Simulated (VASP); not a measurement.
# Ni in VASP: notebook

The runs below take Ni through single point, with PBE.

Everything below comes from runs of VASP 6.6.1. Logs are shortened: lines on timing, memory, paths and dates and some standing lists are left out, and cuts for length are marked.

## Step 1: The cell of the first run

The cell holds a slab with vacuum, 1 atom: a = 2.488 Å, b = 3.519 Å, c = 16.000 Å, α = 90.00°, β = 90.00°, γ = 90.00°.

## Step 2: Single point, PBE, collinear spin, ferromagnetic start

INCAR

```
PREC     = Accurate       # precision mode
ENCUT    = 520            # plane-wave cutoff, eV
EDIFF    = 1E-6           # SCF threshold, eV
ISMEAR   = -1             # smearing method
SIGMA    = 0.05           # smearing width, eV
LREAL    = False          # projectors in reciprocal space
LASPH    = True           # aspherical terms in the spheres
NELM     = 150            # most SCF steps
ALGO     = Normal         # electronic algorithm
ISIF     = 2              # what is computed and relaxed
LWAVE    = False          # write WAVECAR
LCHARG   = False          # write CHGCAR
ISPIN    = 2              # spin polarisation
MAGMOM   = 1              # initial moments
LORBIT   = 11             # projections on sites
LMAXMIX  = 4              # l up to which the mixer works
LDIPOL   = True         
IDIPOL   = 3            
DIPOL    = 0.5 0.5 0.500
GGA      = PE             # functional
NBANDS   = 15             # bands
```

KPOINTS

```
regular mesh
0
Gamma
  15 10 1
```

POSCAR

```
Ni
1.0
    2.4880369258      0.0000000000      0.0000000000
    0.0000000000      3.5186155641      0.0000000000
    0.0000000000      0.0000000000     16.0000000000
Ni
1
Direct
    0.0000000000      0.0000000000      0.5000000000
```

Potentials or basis: VASP PAW PBE potentials, release 64 (Ni).

Command:

```bash
$ cat potpaw_PBE.64/Ni/POTCAR > POTCAR
$ mpirun -np 1 vasp_std > vasp.out
```

OUTCAR:

```text
PREC = Accurate
   ENCUT = 520
   EDIFF = 1E-6
   ISMEAR = -1
   LREAL = False
   LASPH = True
   NELM = 150
   ISIF = 2
   ISPIN = 2
   LORBIT = 11
   GGA = PE

 ion  position               nearest neighbor table
   1  0.000  0.000  0.500-

  LATTYP: Found a simple orthorhombic cell.
 ALAT       =     2.4880369258
 B/A-ratio  =     1.4142135624
 C/A-ratio  =     6.4307727245

  Lattice vectors:

 A1 = (   2.4880369258,   0.0000000000,   0.0000000000)
 A2 = (   0.0000000000,   3.5186155641,   0.0000000000)
 A3 = (   0.0000000000,   0.0000000000,  16.0000000000)

Analysis of symmetry for initial positions (statically):
=====================================================================
 Subroutine PRICEL returns:
 Original cell was already a primitive cell.

 Routine SETGRP: Setting up the symmetry group for a
 simple orthorhombic supercell.

 Subroutine GETGRP returns: Found  8 space group operations
 (whereof  8 operations were pure point group operations)
 out of a pool of  8 trial point group operations.

The static configuration has the point symmetry D_2h.

Analysis of symmetry for dynamics (positions and initial velocities):
=====================================================================
 Subroutine PRICEL returns:
 Original cell was already a primitive cell.

 Routine SETGRP: Setting up the symmetry group for a
 simple orthorhombic supercell.

 Subroutine GETGRP returns: Found  8 space group operations
 (whereof  8 operations were pure point group operations)
 out of a pool of  8 trial point group operations.

The dynamic configuration has the point symmetry D_2h.

Analysis of structural, dynamic, and magnetic symmetry:
=====================================================================
 Subroutine PRICEL returns:
 Original cell was already a primitive cell.

 Routine SETGRP: Setting up the symmetry group for a
 simple orthorhombic supercell.

 Subroutine GETGRP returns: Found  8 space group operations
 (whereof  8 operations were pure point group operations)
 out of a pool of  8 trial point group operations.

The overall configuration has the point symmetry D_2h.

 Subroutine INISYM returns: Found  8 space group operations
 (whereof  8 operations are pure point group operations),
 and found     1 'primitive' translations

----------------------------------------------------------------------------------------

                                     Primitive cell

  volume of cell :     140.0711

  direct lattice vectors                    reciprocal lattice vectors
     2.488036926  0.000000000  0.000000000     0.401923295  0.000000000  0.000000000
[... 134 lines left out ...]
  free energy    TOTEN  =        -2.76862730 eV

  energy without entropy =       -2.73849887  energy(sigma->0) =       -2.75356309

 E-fermi :  -3.7302     XC(G=0):  -2.3340

 val. band max:       -3.7328066409   @ k =   0.2000   0.4000   0.0000
 cond. band min:      -3.7265564950   @ k =   0.2667   0.5000   0.0000
 fundamental gap:      0.0062501458
 Fermi energy:        -3.7302180668

 spin component 1

 k-point     1 :       0.0000    0.0000    0.0000
  band No.  band energies     occupation
      1      -7.3562      1.00000
      2      -5.8458      1.00000
      3      -5.3474      1.00000
      4      -4.7933      1.00000
      5      -4.7660      1.00000
      6      -4.6335      1.00000
      7      -1.8399      0.00000
      8       0.8626      0.00000
      9       1.7483      0.00000
     10       1.9563      0.00000
     11       4.2796      0.00000
     12       4.7112      0.00000
     13       4.7313      0.00000
     14       8.1183      0.00000
[... 403 lines left out ...]
      4      -4.7060      1.00000
      5      -4.6304      1.00000
      6      -0.9912      0.00000
      7       1.4250      0.00000
      8       4.0643      0.00000
      9       6.2607      0.00000
     10       6.5700      0.00000
     11       7.2240      0.00000
     12       7.6286      0.00000
     13       7.6663      0.00000
     14       8.2377      0.00000
     15       9.1285      0.00000

 [... further k-points ...]

 spin component 2

 k-point     1 :       0.0000    0.0000    0.0000
  band No.  band energies     occupation
      1      -7.1031      1.00000
      2      -5.1027      1.00000
      3      -4.1700      0.99985
      4      -4.0548      0.99849
      5      -3.4929      0.00861
      6      -3.3646      0.00067
      7      -1.7678      0.00000
      8       0.8836      0.00000
      9       1.7398      0.00000
     10       2.0298      0.00000
     11       4.3234      0.00000
     12       4.7744      0.00000
     13       4.8792      0.00000
     14       8.2590      0.00000
[... 403 lines left out ...]
      4      -3.8749      0.94754
      5      -3.6079      0.07978
      6      -0.8871      0.00000
      7       1.7264      0.00000
      8       4.2231      0.00000
      9       6.3254      0.00000
     10       6.5734      0.00000
     11       7.4322      0.00000
     12       7.6714      0.00000
     13       7.6903      0.00000
     14       8.2628      0.00000
     15       9.2205      0.00000

 [... further k-points ...]

------------------------ aborting loop because EDIFF is reached ----------------------------------------

 vacuum level on the upper side and lower side of the slab       (xc-potential included)        -0.142        -0.142

  FORCE on cell =-STRESS in cart. coord.  units (eV):
  Direction    XX          YY          ZZ          XY          YZ          ZX
  --------------------------------------------------------------------------------------
  -------------------------------------------------------------------------------------
  Total       -2.6508799     -1.9802768      0.0005319      0.0000000      0.0000000      0.0000000
  in kB      -30.3215925    -22.6510246      0.0060844      0.0000000      0.0000000      0.0000000
  external PRESSURE =     -17.6555109 kB  Pullay stress =       0.0000000 kB

 VOLUME and BASIS-vectors are now :
 -----------------------------------------------------------------------------
  energy-cutoff  :      520.00
  volume of cell :      140.07
      direct lattice vectors                 reciprocal lattice vectors
     2.488036926  0.000000000  0.000000000     0.401923295  0.000000000  0.000000000
     0.000000000  3.518615564  0.000000000     0.000000000  0.284202688  0.000000000
     0.000000000  0.000000000 16.000000000     0.000000000  0.000000000  0.062500000

 POSITION                                       TOTAL-FORCE (eV/Angst)
 -----------------------------------------------------------------------------------
      0.00000      0.00000      8.00000         0.000000      0.000000      0.000000
 -----------------------------------------------------------------------------------
    total drift:                               -0.000000      0.000000      0.000000

  FREE ENERGIE OF THE ION-ELECTRON SYSTEM (eV)
  ---------------------------------------------------
  free  energy   TOTEN  =        -2.7686273008 eV

  energy  without entropy=       -2.7384988724  energy(sigma->0) =       -2.75356309

 vacuum level on the upper side and lower side of the slab         1.078         1.078

 total charge

# of ion       s       p       d       tot
------------------------------------------
    1        0.431   0.096   8.280   8.806

 magnetization (x)

# of ion       s       p       d       tot
------------------------------------------
    1        0.027  -0.004   1.072   1.095
```

Run time: 2.2 min. Hardware: 1 thread of AMD EPYC 9R45 (Zen 5), shared host; peak memory 0.36 GiB.

Results:

```yaml
Free_energy: -2.7686 eV
Net_moment: 1.10 μB per cell
Site_moments: Ni +1.09 μB
Valence_electrons_inside_the_program's_atomic_spheres: Ni 8.81
```

Levels at points of the mesh, in eV from the Fermi level:
Spin up:
```
           k point  band 2  band 3  band 4  band 5  band 6  band 7  band 8  band 9  band 10  band 11
(0.00, 0.00, 0.00)   -2.12   -1.62   -1.06   -1.04   -0.90    1.89    4.59    5.48     5.69     8.01
(0.00, 0.50, 0.00)   -1.54   -1.32   -1.08   -0.90   -0.04    1.22    4.02    6.56     7.55     7.63
```
Spin down:
| k point | band 2 | band 3 | band 4 | band 5 | band 6 | band 7 |
| --- | --- | --- | --- | --- | --- | --- |
| (0.00, 0.00, 0.00) | -1.37 | -0.44 | -0.32 | 0.24 | 0.37 | 1.96 |
| (0.00, 0.50, 0.00) | -0.74 | -0.25 | 0.24 | 0.32 | 0.60 | 1.23 |

## Step 3: Single point, PBE, collinear spin, ferromagnetic start

INCAR

```
SYSTEM = Ni
PREC = Accurate
ENCUT = 520
EDIFF = 1E-6
ISMEAR = -1
SIGMA = 0.05
LREAL = .FALSE.
LASPH = .TRUE.
NELM = 150
ALGO = Normal
ISIF = 2
LWAVE = .FALSE.
LCHARG = .TRUE.
ISPIN = 2
MAGMOM = 1
LORBIT = 11
LMAXMIX = 4
LDIPOL = .TRUE.
IDIPOL = 3
DIPOL = 0.5 0.5 0.500
GGA = PE
LELF = .TRUE.
LVHAR = .TRUE.
LVACPOTAV = .TRUE.
NBANDS = 15
```

KPOINTS

```
regular mesh
0
G
  15 10 1
  0 0 0
```

POSCAR is that of step 2.

Potentials or basis: VASP PAW PBE potentials, release 64 (Ni).

Command:

```bash
$ cat potpaw_PBE.64/Ni/POTCAR > POTCAR
$ mpirun -np 1 vasp_std > vasp.out
```

OUTCAR:

```text
SYSTEM = Ni
   PREC = Accurate
   ENCUT = 520
   EDIFF = 1E-6
   ISMEAR = -1
   LREAL = .FALSE.
   LASPH = .TRUE.
   NELM = 150
   ISIF = 2
   ISPIN = 2
   LORBIT = 11
   GGA = PE

 ion  position               nearest neighbor table
   1  0.000  0.000  0.500-

  LATTYP: Found a simple orthorhombic cell.
 ALAT       =     2.4880369258
 B/A-ratio  =     1.4142135624
 C/A-ratio  =     6.4307727245

  Lattice vectors:

[... 1080 lines left out ...]
  -------------------------------------------------------------------------------------
  Total       -2.6508799     -1.9802768      0.0005319      0.0000000      0.0000000      0.0000000
  in kB      -30.3215925    -22.6510246      0.0060844      0.0000000      0.0000000      0.0000000
  external PRESSURE =     -17.6555109 kB  Pullay stress =       0.0000000 kB

 VOLUME and BASIS-vectors are now :
 -----------------------------------------------------------------------------
  energy-cutoff  :      520.00
  volume of cell :      140.07
      direct lattice vectors                 reciprocal lattice vectors
     2.488036926  0.000000000  0.000000000     0.401923295  0.000000000  0.000000000
     0.000000000  3.518615564  0.000000000     0.000000000  0.284202688  0.000000000
     0.000000000  0.000000000 16.000000000     0.000000000  0.000000000  0.062500000

 POSITION                                       TOTAL-FORCE (eV/Angst)
 -----------------------------------------------------------------------------------
      0.00000      0.00000      8.00000         0.000000      0.000000      0.000000
 -----------------------------------------------------------------------------------
    total drift:                               -0.000000      0.000000      0.000000

  FREE ENERGIE OF THE ION-ELECTRON SYSTEM (eV)
  ---------------------------------------------------
  free  energy   TOTEN  =        -2.7686273008 eV

  energy  without entropy=       -2.7384988724  energy(sigma->0) =       -2.75356309

 vacuum level on the upper side and lower side of the slab         1.216         1.216

 total charge

# of ion       s       p       d       tot
------------------------------------------
    1        0.431   0.096   8.280   8.806

 magnetization (x)

# of ion       s       p       d       tot
------------------------------------------
    1        0.027  -0.004   1.072   1.095
```

stdout:

```text
POSCAR found type information on POSCAR Ni
 POSCAR found :  1 types and       1 ions
 scaLAPACK will be used
 LDA part: xc-table for (Slater+PW92), standard interpolation
 POSCAR, INCAR and KPOINTS ok, starting setup
 FFT: planning ... GRIDC
 FFT: planning ... GRID_SOFT
 FFT: planning ... GRID
 WAVECAR not read
 entering main loop
 -----------------------------------------------------------------------------
|                                                                             |
|           W    W    AA    RRRRR   N    N  II  N    N   GGGG   !!!           |
|           W    W   A  A   R    R  NN   N  II  NN   N  G    G  !!!           |
|           W    W  A    A  R    R  N N  N  II  N N  N  G       !!!           |
|           W WW W  AAAAAA  RRRRR   N  N N  II  N  N N  G  GGG   !            |
|           WW  WW  A    A  R   R   N   NN  II  N   NN  G    G                |
|           W    W  A    A  R    R  N    N  II  N    N   GGGG   !!!           |
|                                                                             |
|     Did not find any points to average over, which means that no vacuum     |
|     field-free region was found. Please increase the size of  your cell     |
|     in the dimension of the dipole correction to obtain accurate            |
|     workfunction values.                                                    |
|                                                                             |
 -----------------------------------------------------------------------------
```

Run time: 2.4 min. Hardware: 1 thread of AMD EPYC 9R45 (Zen 5), shared host; peak memory 0.35 GiB.

What came out:

```yaml
Free_energy: -2.7686 eV
Net_moment: 1.10 μB per cell
Site_moments: Ni +1.09 μB
Valence_electrons_inside_the_program's_atomic_spheres: Ni 8.81
```

## Step 4: Single point, PBE, collinear spin, ferromagnetic start

INCAR

```
SYSTEM = Ni
ALGO = Normal ; DIPOL = 0.5 0.5 0.500
EDIFF = 1E-6 ; EFIELD = -0.2
ENCUT = 520 ; GGA = PE
IDIPOL = 3 ; ISIF = 2
ISMEAR = -1 ; ISPIN = 2
LASPH = .TRUE. ; LCHARG = .FALSE.
LDIPOL = .TRUE. ; LMAXMIX = 4
LORBIT = 11 ; LREAL = .FALSE.
LWAVE = .FALSE. ; MAGMOM = 1
NBANDS = 15 ; NELM = 150
PREC = Accurate ; SIGMA = 0.05
```

KPOINTS

```
k-points
0
G
  15 10 1
  0 0 0
```

POSCAR is that of step 3.

Command:

```bash
$ cat potpaw_PBE.64/Ni/POTCAR > POTCAR
$ mpirun -np 1 vasp_std > vasp.out
```

Run time: 2.4 min. Hardware: 1 thread of AMD EPYC 9R45 (Zen 5), shared host; peak memory 0.35 GiB.

The run converged. Its results:

| Property | Result |
| --- | --- |
| Free energy | -2.7715 eV |
| Net moment | 1.10 μB per cell |
| Site moments | Ni +1.09 μB |
| Valence electrons inside the program's atomic spheres | Ni 8.81 |

Levels at points of the mesh, in eV from the Fermi level:
Spin up:
| k point | band 4 | band 5 | band 6 | band 7 | band 8 | band 9 |
| --- | --- | --- | --- | --- | --- | --- |
| (0.00, 0.00, 0.00) | -1.06 | -1.04 | -0.90 | 1.88 | 4.26 | 5.45 |
| (0.00, 0.50, 0.00) | -1.08 | -0.90 | -0.04 | 1.22 | 4.02 | 6.49 |
Spin down:
| k point | band 1 | band 2 | band 3 | band 4 | band 5 | band 6 | band 7 | band 8 |
| --- | --- | --- | --- | --- | --- | --- | --- | --- |
| (0.00, 0.00, 0.00) | -3.37 | -1.37 | -0.44 | -0.33 | 0.24 | 0.37 | 1.95 | 4.26 |
| (0.00, 0.50, 0.00) | -2.49 | -0.74 | -0.25 | 0.24 | 0.32 | 0.60 | 1.23 | 4.16 |

## Step 5: Single point, PBE, collinear spin, ferromagnetic start

INCAR

```
  ALGO = Normal
  DIPOL = 0.5 0.5 0.500
  EDIFF = 1E-6
  EFIELD = -0.2
  ENCUT = 520
  GGA = PE
  IDIPOL = 3
  ISIF = 2
  ISMEAR = -1
  ISPIN = 2
  LASPH = T
  LCHARG = F
  LDIPOL = T
  LMAXMIX = 4
  LORBIT = 11
  LREAL = F
  LWAVE = F
  MAGMOM = 1
  NBANDS = 15
  NELM = 150
  PREC = Accurate
  SIGMA = 0.05
```

KPOINTS

```
k-points
0
Gamma
  15 10 1
```

POSCAR is that of step 4.

Command:

```bash
$ cat potpaw_PBE.64/Ni/POTCAR > POTCAR
$ mpirun -np 1 vasp_std > vasp.out
```

Wall time 2.4 min (1 thread of AMD EPYC 9R45 (Zen 5), shared host); peak memory 0.35 GiB.

Results (log left out):

```yaml
Free_energy: -2.7715 eV
Net_moment: 1.10 μB per cell
Site_moments: Ni +1.09 μB
Valence_electrons_inside_the_program's_atomic_spheres: Ni 8.81
```

Levels at points of the mesh, in eV from the Fermi level:
Spin up:
| k point | band 3 | band 4 | band 5 | band 6 | band 7 | band 8 | band 9 | band 10 |
| --- | --- | --- | --- | --- | --- | --- | --- | --- |
| (0.00, 0.00, 0.00) | -1.62 | -1.06 | -1.04 | -0.90 | 1.88 | 4.26 | 5.45 | 5.82 |
| (0.00, 0.50, 0.00) | -1.32 | -1.08 | -0.90 | -0.04 | 1.22 | 4.02 | 6.49 | 7.23 |
Spin down:
```
           k point  band 1  band 2  band 3  band 4  band 5  band 6  band 7  band 8  band 9
(0.00, 0.00, 0.00)   -3.37   -1.37   -0.44   -0.33    0.24    0.37    1.95    4.26    5.49
(0.00, 0.50, 0.00)   -2.49   -0.74   -0.25    0.24    0.32    0.60    1.23    4.16    6.50
```
